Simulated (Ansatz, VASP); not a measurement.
**SiNi in VASP and in Ansatz**

```
Ni Si
1.0
     3.48659    0.00000    0.00000
    -1.74329    3.01947    0.00000
     0.00000    0.00000    2.48745
Ni Si
1 1
Cartesian
  0.0000 0.0000 0.0000
  0.0000 2.0130 1.2437
```

Alike in both runs: functional PBE; k mesh 14 × 14 × 13; occupations fermi-dirac, width 0.1 eV; no spin polarisation.

Ansatz relaxed the structure, and its values are those at the end. VASP's run is a single point on that final structure, the one shown.

|  | VASP | Ansatz |
| --- | --- | --- |
| version | VASP 6.6.1 | Ansatz 0.2.0 |
| potentials or method | VASP PAW PBE potentials, release 64 (Ni_sv_GW, Si) | PAW with Ansatz's default frozen-core files, scalar-relativistic |
| plane-wave cutoff (eV) | 690 | 420 |
| valence electrons in the cell | 22 | 22 |

|  | VASP | Ansatz | Ansatz less VASP |
| --- | --- | --- | --- |
| pressure (GPa) | -0.7 | 0.0 | +0.70 |
